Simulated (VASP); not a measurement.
# Cu (I4/mmm) in VASP: a series of runs

Cu is run at these levels: r2SCAN; tasks: single point.

All numbers are computed with VASP 6.6.1; they aren't measurements. Logs are shortened: lines on timing, memory, paths and dates and some standing lists are left out, and cuts for length are marked.

## 1. The cell of the first run

Symmetry: I4/mmm, No. 139, tetragonal system. Conventional cell: a = 2.630 Å, b = 2.630 Å, c = 3.491 Å, α = 90.00°, β = 90.00°, γ = 90.00°. Within 3.5 Å of Cu (site symmetry 4/mmm) lie 14 Cu at 2.55 to 3.49 Å.

## 2. Single point, r2SCAN (biaxial strain in the a-b plane: +4.0 %)

POSCAR

```
Cu
1.0
    1.8598643612      1.8598643612      0.0000000000
   -1.8598643612      1.8598643612      0.0000000000
    0.0000000000      0.0000000000      3.4908223396
Cu
2
Direct
    0.0000000000      0.0000000000      0.0000000000
    0.5000000000      0.5000000000      0.5000000000
```

INCAR.step1

```
ALGO     = Normal         # electronic algorithm
EDIFF    = 1E-4           # SCF threshold, eV
ENCUT    = 520            # plane-wave cutoff, eV
GGA      = PE             # functional
ISMEAR   = 0              # smearing method
LASPH    = T              # aspherical terms in the spheres
LCHARG   = F              # write CHGCAR
LREAL    = F              # projectors in reciprocal space
LWAVE    = T              # write WAVECAR
NBANDS   = 18             # bands
NELM     = 80             # most SCF steps
PREC     = Accurate       # precision mode
SIGMA    = 0.1            # smearing width, eV
```

INCAR.step2

```
ALGO     = Normal         # electronic algorithm
EDIFF    = 1E-6           # SCF threshold, eV
ENCUT    = 520            # plane-wave cutoff, eV
ISIF     = 2              # what is computed and relaxed
ISMEAR   = 0              # smearing method
ISTART   = 1            
LASPH    = T              # aspherical terms in the spheres
LCHARG   = F              # write CHGCAR
LMIXTAU  = T            
LREAL    = F              # projectors in reciprocal space
LWAVE    = F              # write WAVECAR
METAGGA  = R2SCAN         # meta-GGA
NBANDS   = 18             # bands
NELM     = 80             # most SCF steps
PREC     = Accurate       # precision mode
SIGMA    = 0.1            # smearing width, eV
```

KPOINTS

```
k-points
0
Gamma
  20 20 14
```

Potentials or basis: VASP PAW PBE potentials, release 64 (Cu).

Run with:

```sh
$ cat potpaw_PBE.64/Cu/POTCAR > POTCAR
$ cp INCAR.step1 INCAR
$ mpirun -np 1 vasp_std > vasp.out
$ cp INCAR.step2 INCAR
$ mpirun -np 1 vasp_std > vasp.out
```

OUTCAR:

```text
EDIFF = 1E-6
   ENCUT = 520
   ISIF = 2
   ISMEAR = 0
   ISTART = 1
   LASPH = T
   LREAL = F
   METAGGA = R2SCAN
   NELM = 80
   PREC = Accurate

 ion  position               nearest neighbor table
   1  0.000  0.000  0.000-   2 2.55   2 2.55   2 2.55   2 2.55   2 2.55   2 2.55   2 2.55   2 2.55

   2  0.500  0.500  0.500-   1 2.55   1 2.55   1 2.55   1 2.55   1 2.55   1 2.55   1 2.55   1 2.55

  LATTYP: Found a simple tetragonal cell.
 ALAT       =     2.6302454038
 C/A-ratio  =     1.3271850355

  Lattice vectors:

 A1 = (   1.8598643612,   1.8598643612,   0.0000000000)
 A2 = (  -1.8598643612,   1.8598643612,   0.0000000000)
 A3 = (   0.0000000000,   0.0000000000,   3.4908223396)

Analysis of symmetry for initial positions (statically):
=====================================================================
 Subroutine PRICEL returns following result:

  LATTYP: Found a body centered tetragonal cell.
 ALAT       =     2.6302454038
 C/A-ratio  =     1.3271850355

  Lattice vectors:

 A1 = (   0.0000000000,  -1.8598643612,  -1.7454111698)
 A2 = (   0.0000000000,   1.8598643612,  -1.7454111698)
 A3 = (   1.8598643612,   0.0000000000,   1.7454111698)

   2 primitive cells build up your supercell.

 Routine SETGRP: Setting up the symmetry group for a
 simple tetragonal supercell.

 Subroutine GETGRP returns: Found 16 space group operations
 (whereof 16 operations were pure point group operations)
 out of a pool of 16 trial point group operations.

The static configuration has the point symmetry D_4h.

Analysis of symmetry for dynamics (positions and initial velocities):
=====================================================================
 Subroutine PRICEL returns following result:

  LATTYP: Found a body centered tetragonal cell.
 ALAT       =     2.6302454038
 C/A-ratio  =     1.3271850355

  Lattice vectors:

 A1 = (   0.0000000000,  -1.8598643612,  -1.7454111698)
 A2 = (   0.0000000000,   1.8598643612,  -1.7454111698)
 A3 = (   1.8598643612,   0.0000000000,   1.7454111698)

   2 primitive cells build up your supercell.

 Routine SETGRP: Setting up the symmetry group for a
 simple tetragonal supercell.

 Subroutine GETGRP returns: Found 16 space group operations
 (whereof 16 operations were pure point group operations)
 out of a pool of 16 trial point group operations.

The dynamic configuration has the point symmetry D_4h.

 Subroutine INISYM returns: Found 16 space group operations
 (whereof 16 operations are pure point group operations),
 and found     2 'primitive' translations

----------------------------------------------------------------------------------------

                                     Primitive cell

  volume of cell :      12.0751

  direct lattice vectors                    reciprocal lattice vectors
     0.000000000 -1.859864361 -1.745411170     0.268836809 -0.268836809 -0.286465452
     0.000000000  1.859864361 -1.745411170     0.268836809  0.268836809 -0.286465452
     1.859864361  0.000000000  1.745411170     0.537673618  0.000000000  0.000000000

  length of vectors
     2.550599066  2.550599066  2.550599066     0.476034573  0.476034573  0.537673618

  position of ions in fractional coordinates (direct lattice)
     0.000000000  0.000000000  0.000000000

  ion indices of the primitive-cell ions
   primitive index   ion index
                 1           1

----------------------------------------------------------------------------------------

 KPOINTS: k-points

Automatic generation of k-mesh.
 Grid dimensions read from file:
 generate k-points for:   20   20   14

 Generating k-lattice:

  Cartesian coordinates                     Fractional coordinates (reciprocal lattice)
     0.013441840  0.013441840  0.000000000     0.050000000  0.000000000  0.000000000
    -0.013441840  0.013441840  0.000000000     0.000000000  0.050000000  0.000000000
     0.000000000  0.000000000  0.020461818     0.000000000  0.000000000  0.071428571

  Length of vectors
     0.019009633  0.019009633  0.020461818

  Shift w.r.t. Gamma in fractional coordinates (k-lattice)
     0.000000000  0.000000000  0.000000000

 Subroutine IBZKPT returns following result:
 ===========================================

 Found    528 irreducible k-points:

 Following reciprocal coordinates:
            Coordinates               Weight
  0.000000  0.000000  0.000000      1.000000
  0.050000  0.000000  0.000000      4.000000
  0.100000  0.000000  0.000000      4.000000
  0.150000  0.000000  0.000000      4.000000
  0.200000  0.000000  0.000000      4.000000
  0.250000  0.000000  0.000000      4.000000
[... 16 lines left out ...]
  0.150000  0.100000  0.000000      8.000000
  0.200000  0.100000  0.000000      8.000000
 [... further k-points ...]
   k-points           NKPTS =    528   k-points in BZ     NKDIM =    528   number of bands    NBANDS=     18
   number of dos      NEDOS =    301   number of ions     NIONS =      2
   total plane-waves  NPLWV =  11200
   dimension x,y,z NGX =    20 NGY =   20 NGZ =   28
   dimension x,y,z NGXF=    40 NGYF=   40 NGZF=   56
   ions per type =               2
   NGX,Y,Z   is equivalent  to a cutoff of  12.64, 12.64, 13.33 a.u.
   NGXF,Y,Z  is equivalent  to a cutoff of  25.28, 25.28, 26.67 a.u.
 SYSTEM =  unknown system
   PREC   = accura    normal or accurate (medium, high low for compatibility)
   ISTART =      1    job   : 0-new  1-cont  2-samecut
   ICHARG =      0    charge: 1-file 2-atom 10-const
   ISPIN  =      1    spin polarized calculation?
   LNONCOLLINEAR =      F non collinear calculations
   LSORBIT =      F    spin-orbit coupling
   LASPH  =      T    aspherical Exc in radial PAW
   ENCUT  =  520.0 eV  38.22 Ry    6.18 a.u.   4.89  4.89  6.49*2*pi/ulx,y,z
   NELM   =     80;   NELMIN=  2; NELMDL=  0     # of ELM steps
   EDIFF  = 0.1E-05   stopping-criterion for ELM
   LREAL  =      F    real-space projection
   EDIFFG = 0.1E-04   stopping-criterion for IOM
   NSW    =      0    number of steps for IOM
   IBRION =     -1    ionic relax: 0-MD 1-quasi-New 2-CG
   NFREE  =      0    steps in history (QN), initial steepest desc. (CG)
   ISIF   =      2    stress and relaxation
   ISYM   =      2    0-nonsym 1-usesym 2-fastsym
   POTIM  = 0.5000    time-step for ionic-motion
   TEBEG  =    0.0;   TEEND  =   0.0 temperature during run
   PSTRESS=    0.0 pullay stress
   NELECT =      22.0000    total number of electrons
   NUPDOWN=      -1.0000    fix difference up-down
   EMIN   =  10.00;   EMAX   =-10.00  energy-range for DOS
   EFERMI =   0.00;   METHOD = LEGACY
   ISMEAR =     0;   SIGMA  =   0.10  broadening in eV -4-tet -1-fermi 0-gaus
   EFERMI_NEDOS =   21; number of points for ismear=-14 and -15
   IALGO  =     38    algorithm
   IMIX   =      4    mixing-type and parameters
     AMIX     =   0.40;   BMIX     =  1.00
     AMIX_MAG =   1.60;   BMIX_MAG =  1.00
  volume/ion in A,a.u.               =      12.08        81.49
  Fermi-wavevector in a.u.,A,eV,Ry     =   1.586995  2.998986 34.267007  2.518554
  Thomas-Fermi vector in A             =   2.686221
   LORBIT       =      0    0 simple, 1 ext, 2 COOP (PROOUT), +10 PAW based schemes
   METAGGA = R2SCAN    functional components
   LHFCALC =     F    Hartree Fock is set to
   AEXX    =    0.0000 exact exchange contribution
   IVDW    =     0    specifies the selected vdW correction
   LEPSILON=     F    determine dielectric tensor
   LRPA    =     F    only Hartree local field effects (RPA)
 non-spin polarized calculation
 Gauss-broadening in eV      SIGMA  =   0.10
  energy-cutoff  :      520.00
  volume of cell :       24.15
 maximum number of plane-waves:       676
 NGX is ok and might be reduce to    20
   NGX =  9   NGY =  9   NGZ = 13

 number of electron      22.0000044 magnetization

 Free energy of the ion-electron system (eV)
  ---------------------------------------------------
  ext. energy  EPLUGINS =         0.00000000
  ---------------------------------------------------
  free energy    TOTEN  =       -21.62104278 eV

  energy without entropy =      -21.61798653  energy(sigma->0) =      -21.61951466

 E-fermi :   7.1470     XC(G=0): -13.5956

 val. band max:        7.1402142619   @ k =   0.3500   0.2500   0.4286
 cond. band min:       7.1566340144   @ k =   0.5000   0.2500   0.0714
 fundamental gap:      0.0164197525
 Fermi energy:         7.1470266453

 k-point     1 :       0.0000    0.0000    0.0000
  band No.  band energies     occupation
      1      -2.3641      2.00000
      2       2.2502      2.00000
      3       2.6363      2.00000
      4       3.9746      2.00000
      5       3.9746      2.00000
      6       4.2577      2.00000
[... 10 lines left out ...]
     17      26.9425      0.00000
     18      30.4101      0.00000

 k-point     2 :       0.0500    0.0000    0.0000
  band No.  band energies     occupation
      1      -2.3045      2.00000
      2       2.2757      2.00000
      3       2.6523      2.00000
      4       3.9637      2.00000
      5       3.9854      2.00000
      6       4.2690      2.00000
[... 10 lines left out ...]
     17      27.3638      0.00000
     18      30.1609      0.00000

 k-point     3 :       0.1000    0.0000    0.0000
  band No.  band energies     occupation
      1      -2.1265      2.00000
      2       2.3502      2.00000
      3       2.6988      2.00000
      4       3.9323      2.00000
      5       4.0173      2.00000
      6       4.2998      2.00000
[... 10 lines left out ...]
     17      28.6848      0.00000
     18      29.2487      0.00000

 k-point     4 :       0.1500    0.0000    0.0000
  band No.  band energies     occupation
      1      -1.8330      2.00000
      2       2.4676      2.00000
      3       2.7711      2.00000
      4       3.8840      2.00000
      5       4.0695      2.00000
      6       4.3394      2.00000
[... 375 lines left out ...]
      4       3.8465      2.00000
      5       4.1038      2.00000
      6       4.3494      2.00000
[... 10 lines left out ...]
     17      29.1939      0.00000
     18      29.5170      0.00000

 k-point    23 :       0.1500    0.1000    0.0000
  band No.  band energies     occupation
      1      -1.6007      2.00000
      2       2.5478      2.00000
      3       2.8450      2.00000
      4       3.7810      2.00000
      5       4.1736      2.00000
      6       4.3961      2.00000
[... 10 lines left out ...]
     17      28.0809      0.00000
     18      28.7803      0.00000

 k-point    24 :       0.2000    0.1000    0.0000
  band No.  band energies     occupation
      1      -1.2019      2.00000
      2       2.6830      2.00000
      3       2.9416      2.00000
      4       3.7105      2.00000
      5       4.2561      2.00000
      6       4.4051      2.00000
[... 10 lines left out ...]
     17      27.1965      0.00000
     18      28.2966      0.00000

 [... further k-points ...]
[... 5 lines left out ...]
  --------------------------------------------------------------------------------------
  -------------------------------------------------------------------------------------
  Total       -1.1532447     -1.1532447     -0.8141289      0.0000000      0.0000000      0.0000000
  in kB      -76.5088677    -76.5088677    -54.0111582      0.0000000      0.0000000      0.0000000
  external PRESSURE =     -69.0096312 kB  Pullay stress =       0.0000000 kB

 VOLUME and BASIS-vectors are now :
 -----------------------------------------------------------------------------
  energy-cutoff  :      520.00
  volume of cell :       24.15
      direct lattice vectors                 reciprocal lattice vectors
     1.859864361  1.859864361  0.000000000     0.268836809  0.268836809  0.000000000
    -1.859864361  1.859864361  0.000000000    -0.268836809  0.268836809  0.000000000
     0.000000000  0.000000000  3.490822340     0.000000000  0.000000000  0.286465452

 POSITION                                       TOTAL-FORCE (eV/Angst)
 -----------------------------------------------------------------------------------
      0.00000      0.00000      0.00000         0.000000      0.000000     -0.000000
      0.00000      1.85986      1.74541        -0.000000     -0.000000      0.000000
 -----------------------------------------------------------------------------------
    total drift:                               -0.000000      0.000000      0.000000

  FREE ENERGIE OF THE ION-ELECTRON SYSTEM (eV)
  ---------------------------------------------------
  free  energy   TOTEN  =       -21.6210427822 eV

  energy  without entropy=      -21.6179865334  energy(sigma->0) =      -21.61951466
```

Wall time 13 min (1 thread of Intel Xeon 8259CL, shared host); peak memory 0.29 GiB.

What came out:

| Property | Result |
| --- | --- |
| Free energy | -21.6210 eV |
| Pressure | -6.9 GPa |
| Band gap on the k mesh | zero (bands 11 and 12 overlap by 8.44 eV) |

Levels at points of the mesh, in eV from the Fermi level:
| k point | band 8 | band 9 | band 10 | band 11 | band 12 | band 13 | band 14 | band 15 |
| --- | --- | --- | --- | --- | --- | --- | --- | --- |
| (0.00, 0.00, 0.00) | -2.17 | -1.76 | -1.57 | -1.57 | 2.58 | 8.42 | 12.56 | 12.56 |
| (0.50, 0.00, 0.00) | -2.66 | -2.33 | -2.33 | -0.56 | -0.56 | 10.60 | 10.60 | 12.14 |
| (0.50, 0.50, 0.00) | -1.69 | -1.50 | -1.50 | 1.13 | 1.13 | 6.71 | 6.71 | 14.09 |
| (0.00, 0.00, 0.50) | -2.51 | -2.51 | -2.51 | -2.11 | -2.11 | 17.01 | 17.01 | 17.01 |
| (0.50, 0.00, 0.50) | -1.80 | -1.67 | -1.67 | -0.98 | -0.98 | 3.86 | 3.86 | 21.10 |
| (0.50, 0.50, 0.50) | -2.31 | -1.68 | -1.68 | 6.33 | 6.33 | 6.33 | 6.33 | 8.09 |

Caveat: the cell differs from its parent crystal (biaxial strain in the a-b plane: +4.0 %); the cell stands under tension; the PAW data sets were made with another functional, which shifts forces and pressure a little.

## 3. Single point, r2SCAN (biaxial strain in the a-b plane: +6.0 %)

POSCAR

```
Cu
1.0
    1.8956309836      1.8956309836      0.0000000000
   -1.8956309836      1.8956309836      0.0000000000
    0.0000000000      0.0000000000      3.4479023928
Cu
2
Direct
    0.0000000000      0.0000000000      0.0000000000
    0.5000000000      0.5000000000      0.5000000000
```

INCAR.step1

```
  ALGO = Normal
  EDIFF = 1E-4
  ENCUT = 520
  GGA = PE
  ISMEAR = 0
  LASPH = True
  LCHARG = False
  LREAL = False
  LWAVE = True
  NBANDS = 18
  NELM = 100
  PREC = Accurate
  SIGMA = 0.1
```

INCAR.step2

```
  ALGO = Normal
  EDIFF = 1E-6
  ENCUT = 520
  ISIF = 2
  ISMEAR = 0
  ISTART = 1
  LASPH = True
  LCHARG = False
  LMIXTAU = True
  LREAL = False
  LWAVE = False
  METAGGA = R2SCAN
  NBANDS = 18
  NELM = 100
  PREC = Accurate
  SIGMA = 0.1
```

KPOINTS is that of step 2.

Potentials or basis: VASP PAW PBE potentials, release 64 (Cu).

Run with:

```sh
$ cat potpaw_PBE.64/Cu/POTCAR > POTCAR
$ cp INCAR.step1 INCAR
$ mpirun -np 1 vasp_std > vasp.out
$ cp INCAR.step2 INCAR
$ mpirun -np 1 vasp_std > vasp.out
```

Wall time 13 min (1 thread of Intel Xeon 8259CL, shared host); peak memory 0.3 GiB.

It converged, with:

- Free energy: -21.5796 eV
- Pressure: -9.9 GPa
- Band gap on the k mesh: zero (bands 11 and 12 overlap by 8.34 eV)

Stress tensor (GPa, compression positive):
```
-10.92   0.00   0.00
  0.00 -10.92   0.00
  0.00   0.00  -7.82
```

Levels at points of the mesh, in eV from the Fermi level:
| k point | band 7 | band 8 | band 9 | band 10 | band 11 | band 12 | band 13 | band 14 | band 15 | band 16 |
| --- | --- | --- | --- | --- | --- | --- | --- | --- | --- | --- |
| (0.00, 0.00, 0.00) | -2.48 | -2.09 | -1.74 | -1.56 | -1.56 | 3.09 | 8.81 | 11.88 | 11.88 | 16.37 |
| (0.50, 0.00, 0.00) | -2.63 | -2.63 | -2.31 | -2.31 | -0.67 | -0.67 | 10.77 | 10.77 | 12.39 | 12.39 |
| (0.50, 0.50, 0.00) | -1.72 | -1.72 | -1.47 | -1.47 | 0.94 | 0.94 | 6.26 | 6.26 | 14.16 | 14.16 |
| (0.00, 0.00, 0.50) | -2.50 | -2.50 | -2.39 | -2.39 | -2.12 | -2.12 | 16.44 | 16.44 | 16.44 | 16.44 |
| (0.50, 0.00, 0.50) | -1.81 | -1.81 | -1.62 | -1.62 | -0.90 | -0.90 | 3.75 | 3.75 | 20.48 | 20.48 |
| (0.50, 0.50, 0.50) | -2.25 | -2.25 | -1.72 | -1.72 | 6.22 | 6.22 | 6.22 | 6.22 | 7.79 | 7.79 |

Caveat: the cell differs from its parent crystal (biaxial strain in the a-b plane: +6.0 %); the cell stands under tension; the PAW data sets were made with another functional, which shifts forces and pressure a little.
